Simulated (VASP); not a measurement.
# TaN (Fm-3m) in VASP: further runs, part 2 of 2

VASP 6.6.1. The steps go on from the part before.

**3. Single point, PBE**

Contents of INCAR:

```
SYSTEM = TaN
PREC = Accurate
ENCUT = 600
EDIFF = 1E-6
ISMEAR = 1
SIGMA = 0.15
LREAL = .False.
LASPH = .True.
NELM = 120
ALGO = Normal
ISIF = 2
LWAVE = .False.
LCHARG = .False.
GGA = PE
NBANDS = 15
GGA_COMPAT = .False.
```

Contents of KPOINTS:

```
Automatic mesh
0
Gamma
  11 11 11
  0 0 0
```

Contents of POSCAR:

```
TaN
1.0
    3.0815710000      0.0000000000      0.0000000000
    1.5407855000      2.6687187696      0.0000000000
    1.5407855000      0.8895729232      2.5160921854
Ta N
1 1
Direct
    0.5000000000      0.5000000000      0.5000000000
    0.0000000000      0.0000000000      0.0000000000
```

Potentials or basis: VASP PAW PBE potentials, release 64 (Ta_pv, N).

Started as:

```console
cat potpaw_PBE.64/Ta_pv/POTCAR potpaw_PBE.64/N/POTCAR > POTCAR
mpirun -np 1 vasp_std > vasp.out
```

OUTCAR:

```text
SYSTEM = TaN
   PREC = Accurate
   ENCUT = 600
   EDIFF = 1E-6
   ISMEAR = 1
   LREAL = .False.
   LASPH = .True.
   NELM = 120
   ISIF = 2
   GGA = PE

 ion  position               nearest neighbor table
   1  0.500  0.500  0.500-   2 2.18   2 2.18   2 2.18   2 2.18   2 2.18   2 2.18
   2  0.000  0.000  0.000-   1 2.18   1 2.18   1 2.18   1 2.18   1 2.18   1 2.18

  LATTYP: Found a face centered cubic cell.
 ALAT       =     4.3579995017

  Lattice vectors:

 A1 = (   3.0815710000,   0.0000000000,   0.0000000000)
 A2 = (   1.5407855000,   2.6687187696,   0.0000000000)
 A3 = (   1.5407855000,   0.8895729232,   2.5160921854)

Analysis of symmetry for initial positions (statically):
=====================================================================
 Subroutine PRICEL returns:
 Original cell was already a primitive cell.

 Routine SETGRP: Setting up the symmetry group for a
 face centered cubic supercell.

 Subroutine GETGRP returns: Found 48 space group operations
 (whereof 48 operations were pure point group operations)
 out of a pool of 48 trial point group operations.

The static configuration has the point symmetry O_h .

Analysis of symmetry for dynamics (positions and initial velocities):
=====================================================================
 Subroutine PRICEL returns:
 Original cell was already a primitive cell.

 Routine SETGRP: Setting up the symmetry group for a
 face centered cubic supercell.

 Subroutine GETGRP returns: Found 48 space group operations
 (whereof 48 operations were pure point group operations)
 out of a pool of 48 trial point group operations.

The dynamic configuration has the point symmetry O_h .

 Subroutine INISYM returns: Found 48 space group operations
 (whereof 48 operations are pure point group operations),
 and found     1 'primitive' translations

----------------------------------------------------------------------------------------

                                     Primitive cell
[... 116 lines left out ...]
   GGA     = PE    functional components
   LHFCALC =     F    Hartree Fock is set to
   AEXX    =    0.0000 exact exchange contribution
   IVDW    =     0    specifies the selected vdW correction
   LEPSILON=     F    determine dielectric tensor
   LRPA    =     F    only Hartree local field effects (RPA)
 non-spin polarized calculation
 Methfessel and Paxton  Order N= 1 SIGMA  =   0.15
  energy-cutoff  :      600.00
  volume of cell :       20.69
 maximum number of plane-waves:       701
 NGX is ok and might be reduce to    28
   NGX = 13   NGY = 13   NGZ = 13

 number of electron      16.0000001 magnetization

 Free energy of the ion-electron system (eV)
  ---------------------------------------------------
  ext. energy  EPLUGINS =         0.00000000
  ---------------------------------------------------
  free energy    TOTEN  =       -21.77943821 eV

  energy without entropy =      -21.78205575  energy(sigma->0) =      -21.78031072

 E-fermi :   9.9149     XC(G=0): -13.5897

 val. band max:        9.8085380557   @ k =  -0.3636   0.2727   0.0909
 cond. band min:       9.9289687223   @ k =   0.0000   0.0000   0.0000
 fundamental gap:      0.1204306665
 Fermi energy:         9.9148991664

 k-point     1 :       0.0000    0.0000    0.0000
  band No.  band energies     occupation
      1     -25.8663      2.00000
      2     -25.8663      2.00000
      3     -25.8663      2.00000
      4      -9.2316      2.00000
      5       5.9540      2.00000
      6       5.9540      2.00000
      7       5.9540      2.00000
      8       7.6760      2.00000
      9       7.6760      2.00000
     10       7.6760      2.00000
     11       9.9290      0.84202
     12       9.9290      0.84202
     13      11.6166     -0.00000
     14      19.2739      0.00000
[... 401 lines left out ...]
      2     -26.0670      2.00000
      3     -25.9034      2.00000
      4      -7.5041      2.00000
      5       1.4146      2.00000
      6       2.8343      2.00000
      7       3.6551      2.00000
      8       9.1340      2.00000
      9       9.5284      2.00163
     10      11.3132     -0.00000
     11      11.8629     -0.00000
     12      15.6977      0.00000
     13      15.9872      0.00000
     14      22.2732      0.00000
     15      23.3892      0.00000

 [... further k-points ...]
[... 5 lines left out ...]
  --------------------------------------------------------------------------------------
  -------------------------------------------------------------------------------------
  Total        1.9909828      1.9909828      1.9909828      0.0000000      0.0000000      0.0000000
  in kB      154.1617236    154.1617236    154.1617236      0.0000000      0.0000000      0.0000000
  external PRESSURE =     154.1617236 kB  Pullay stress =       0.0000000 kB

 VOLUME and BASIS-vectors are now :
 -----------------------------------------------------------------------------
  energy-cutoff  :      600.00
  volume of cell :       20.69
      direct lattice vectors                 reciprocal lattice vectors
     3.081571000  0.000000000  0.000000000     0.324509804 -0.187355822 -0.132480573
     1.540785500  2.668718770  0.000000000     0.000000000  0.374711645 -0.132480573
     1.540785500  0.889572923  2.516092185     0.000000000  0.000000000  0.397441718

 POSITION                                       TOTAL-FORCE (eV/Angst)
 -----------------------------------------------------------------------------------
      3.08157      1.77915      1.25805        -0.000000      0.000000      0.000000
      0.00000      0.00000      0.00000         0.000000     -0.000000      0.000000
 -----------------------------------------------------------------------------------
    total drift:                                0.000000      0.000000      0.000000

  FREE ENERGIE OF THE ION-ELECTRON SYSTEM (eV)
  ---------------------------------------------------
  free  energy   TOTEN  =       -21.7794382126 eV

  energy  without entropy=      -21.7820557460  energy(sigma->0) =      -21.78031072
```

OSZICAR:

```text
N       E                     dE             d eps       ncg     rms          rms(c)
DAV:   1     0.998440101778E+02    0.99844E+02   -0.96272E+03  1680   0.126E+03
DAV:   2    -0.215098921275E+02   -0.12135E+03   -0.11412E+03  2058   0.336E+02
DAV:   3    -0.247982450573E+02   -0.32884E+01   -0.32596E+01  1939   0.514E+01
DAV:   4    -0.248125601676E+02   -0.14315E-01   -0.14312E-01  2149   0.349E+00
DAV:   5    -0.248126481009E+02   -0.87933E-04   -0.87931E-04  1933   0.253E-01    0.255E+01
DAV:   6    -0.218517808054E+02    0.29609E+01   -0.54024E+00  2084   0.272E+01    0.106E+01
DAV:   7    -0.218121315112E+02    0.39649E-01   -0.59140E-01  1890   0.624E+00    0.731E+00
DAV:   8    -0.217873606244E+02    0.24771E-01   -0.13725E-01  1981   0.323E+00    0.187E+00
DAV:   9    -0.217795092964E+02    0.78513E-02   -0.21328E-02  1904   0.126E+00    0.337E-01
DAV:  10    -0.217794882063E+02    0.21090E-04   -0.16919E-03  1890   0.430E-01    0.623E-02
DAV:  11    -0.217794389352E+02    0.49271E-04   -0.92240E-05  1912   0.122E-01    0.247E-02
DAV:  12    -0.217794382126E+02    0.72262E-06   -0.84880E-06  1995   0.288E-02
   1 F= -.21779438E+02 E0= -.21780311E+02  d E =0.261753E-02
```

stdout:

```text
POSCAR found type information on POSCAR TaN
 POSCAR found :  2 types and       2 ions
 scaLAPACK will be used
 LDA part: xc-table for (Slater+PW92), standard interpolation
 POSCAR, INCAR and KPOINTS ok, starting setup
 FFT: planning ... GRIDC
 FFT: planning ... GRID_SOFT
 FFT: planning ... GRID
 WAVECAR not read
 entering main loop
```

It took 49 s on 1 thread of Intel Xeon 8259CL, shared host; peak memory 0.17 GiB.

What came out:

```
Free energy            : -21.7794 eV
Pressure               : 15.4 GPa
Band gap on the k mesh : zero (band 8 reaches 11.61 eV, above the bottom of band 9 at 7.68 eV)
```

Caveat: spin-orbit coupling is left out, which moves the levels of the heavy elements.

**4. Single point, PBE**

Contents of INCAR:

```
PREC = Accurate
ENCUT = 600
EDIFF = 1E-6
ISMEAR = 1
SIGMA = 0.1
LREAL = False
LASPH = True
NELM = 120
ALGO = Normal
ISIF = 2
LWAVE = False
LCHARG = True
GGA = PE
LELF = True
LVHAR = True
NBANDS = 15
GGA_COMPAT = False
```

Contents of KPOINTS:

```
Automatic mesh
0
Gamma
  11 11 11
```

POSCAR is that of step 3.

Potentials or basis: VASP PAW PBE potentials, release 64 (Ta_pv, N).

Started as:

```console
cat potpaw_PBE.64/Ta_pv/POTCAR potpaw_PBE.64/N/POTCAR > POTCAR
mpirun -np 1 vasp_std > vasp.out
```

OUTCAR:

```text
PREC = Accurate
   ENCUT = 600
   EDIFF = 1E-6
   ISMEAR = 1
   LREAL = False
   LASPH = True
   NELM = 120
   ISIF = 2
   GGA = PE

 ion  position               nearest neighbor table
   1  0.500  0.500  0.500-   2 2.18   2 2.18   2 2.18   2 2.18   2 2.18   2 2.18
   2  0.000  0.000  0.000-   1 2.18   1 2.18   1 2.18   1 2.18   1 2.18   1 2.18

  LATTYP: Found a face centered cubic cell.
 ALAT       =     4.3579995017

  Lattice vectors:

 A1 = (   3.0815710000,   0.0000000000,   0.0000000000)
 A2 = (   1.5407855000,   2.6687187696,   0.0000000000)
 A3 = (   1.5407855000,   0.8895729232,   2.5160921854)

Analysis of symmetry for initial positions (statically):
=====================================================================
 Subroutine PRICEL returns:
 Original cell was already a primitive cell.

 Routine SETGRP: Setting up the symmetry group for a
 face centered cubic supercell.

 Subroutine GETGRP returns: Found 48 space group operations
 (whereof 48 operations were pure point group operations)
 out of a pool of 48 trial point group operations.

The static configuration has the point symmetry O_h .

Analysis of symmetry for dynamics (positions and initial velocities):
=====================================================================
 Subroutine PRICEL returns:
 Original cell was already a primitive cell.

 Routine SETGRP: Setting up the symmetry group for a
 face centered cubic supercell.

 Subroutine GETGRP returns: Found 48 space group operations
 (whereof 48 operations were pure point group operations)
 out of a pool of 48 trial point group operations.

The dynamic configuration has the point symmetry O_h .

 Subroutine INISYM returns: Found 48 space group operations
 (whereof 48 operations are pure point group operations),
 and found     1 'primitive' translations

----------------------------------------------------------------------------------------

                                     Primitive cell

[... 114 lines left out ...]
   LORBIT       =      0    0 simple, 1 ext, 2 COOP (PROOUT), +10 PAW based schemes
   GGA     = PE    functional components
   LHFCALC =     F    Hartree Fock is set to
   AEXX    =    0.0000 exact exchange contribution
   IVDW    =     0    specifies the selected vdW correction
   LEPSILON=     F    determine dielectric tensor
   LRPA    =     F    only Hartree local field effects (RPA)
 non-spin polarized calculation
 Methfessel and Paxton  Order N= 1 SIGMA  =   0.10
  energy-cutoff  :      600.00
  volume of cell :       20.69
 maximum number of plane-waves:       701
 NGX is ok and might be reduce to    28
   NGX = 13   NGY = 13   NGZ = 13

 number of electron      16.0000001 magnetization

 Free energy of the ion-electron system (eV)
  ---------------------------------------------------
  ext. energy  EPLUGINS =         0.00000000
  ---------------------------------------------------
  free energy    TOTEN  =       -21.78039693 eV

  energy without entropy =      -21.78220953  energy(sigma->0) =      -21.78100113

 E-fermi :   9.9298     XC(G=0): -13.5898

 val. band max:        9.9286022884   @ k =   0.0000   0.0000   0.0000
 cond. band min:       9.9870991119   @ k =   0.2727   0.1818   0.0909
 fundamental gap:      0.0584968234
 Fermi energy:         9.9298429157

 k-point     1 :       0.0000    0.0000    0.0000
  band No.  band energies     occupation
      1     -25.8670      2.00000
      2     -25.8670      2.00000
      3     -25.8670      2.00000
      4      -9.2312      2.00000
      5       5.9546      2.00000
      6       5.9546      2.00000
      7       5.9546      2.00000
      8       7.6758      2.00000
      9       7.6758      2.00000
     10       7.6758      2.00000
     11       9.9286      1.02100
     12       9.9286      1.02100
     13      11.6168     -0.00000
     14      19.2737      0.00000
[... 401 lines left out ...]
      2     -26.0677      2.00000
      3     -25.9042      2.00000
      4      -7.5037      2.00000
      5       1.4149      2.00000
      6       2.8346      2.00000
      7       3.6553      2.00000
      8       9.1337      2.00000
      9       9.5285      2.00000
     10      11.3129     -0.00000
     11      11.8628     -0.00000
     12      15.6979      0.00000
     13      15.9871      0.00000
     14      22.2721      0.00000
     15      23.3888      0.00000

 [... further k-points ...]
[... 5 lines left out ...]
  --------------------------------------------------------------------------------------
  -------------------------------------------------------------------------------------
  Total        1.9911477      1.9911477      1.9911477      0.0000000      0.0000000      0.0000000
  in kB      154.1744865    154.1744865    154.1744865      0.0000000      0.0000000      0.0000000
  external PRESSURE =     154.1744865 kB  Pullay stress =       0.0000000 kB

 VOLUME and BASIS-vectors are now :
 -----------------------------------------------------------------------------
  energy-cutoff  :      600.00
  volume of cell :       20.69
      direct lattice vectors                 reciprocal lattice vectors
     3.081571000  0.000000000  0.000000000     0.324509804 -0.187355822 -0.132480573
     1.540785500  2.668718770  0.000000000     0.000000000  0.374711645 -0.132480573
     1.540785500  0.889572923  2.516092185     0.000000000  0.000000000  0.397441718

 POSITION                                       TOTAL-FORCE (eV/Angst)
 -----------------------------------------------------------------------------------
      3.08157      1.77915      1.25805        -0.000000      0.000000      0.000000
      0.00000      0.00000      0.00000         0.000000     -0.000000      0.000000
 -----------------------------------------------------------------------------------
    total drift:                                0.000000      0.000000      0.000000

  FREE ENERGIE OF THE ION-ELECTRON SYSTEM (eV)
  ---------------------------------------------------
  free  energy   TOTEN  =       -21.7803969300 eV

  energy  without entropy=      -21.7822095311  energy(sigma->0) =      -21.78100113
```

It took 50 s on 1 thread of Intel Xeon 8259CL, shared host; peak memory 0.17 GiB.

What came out:

```
Free energy            : -21.7804 eV
Pressure               : 15.4 GPa
Band gap on the k mesh : zero (band 8 reaches 11.61 eV, above the bottom of band 9 at 7.68 eV)
```

Caveat: spin-orbit coupling is left out, which moves the levels of the heavy elements.

**5. Summary**

| smearing | gap on the mesh (eV) | pressure (GPa) |
| --- | --- | --- |
| methfessel-paxton 0.25 eV | none | 15.4 |
| methfessel-paxton 0.15 eV | none | 15.4 |
| methfessel-paxton 0.1 eV | none | 15.4 |

Alike in all rows: task single point; level PBE; potentials or basis VASP PAW PBE potentials, release 64 (Ta_pv, N); no spin polarisation; cell as given; k mesh 11 × 11 × 11; cutoff (eV) 600.

Every run on the cell as given and a fine mesh finds a metal.

Caveats: spin-orbit coupling is left out, which moves the levels of the heavy elements.

Total energies depend on the potentials used, so only differences within one code and one set of settings carry meaning.
